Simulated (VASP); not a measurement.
CaO:

```xyz
2
Lattice="0.0000 2.3975 2.3975 2.3975 0.0000 2.3975 2.3975 2.3975 0.0000" Properties=species:S:1:pos:R:3 pbc="T T T"
Ca    0.0000    0.0000    0.0000
O     2.3975    2.3975    2.3975
```

Base run:

* Program: VASP 6.6.1
* Functional: r2SCAN
* Potentials or basis: VASP PAW PBE potentials, release 64 (Ca_sv, O)
* Cutoff: 520 eV
* k mesh: 6 × 6 × 6
* Occupations: gaussian, width 0.01 eV
* Spin: no spin polarisation

Its results: band gap on the k mesh 4.19 eV (least direct gap 4.56 eV); pressure 1.0 GPa.

Task: The run is repeated on the same cell with these changes: k mesh from 6 × 6 × 6 to 2 × 2 × 2. What comes out?

Result: Band gap on the k mesh 3.92 eV (least direct gap 4.31 eV); pressure 2.6 GPa.

Caveats: some runs use coarse meshes; the PAW data sets were made with another functional, which shifts forces and pressure a little.

A k mesh can miss the band edges.
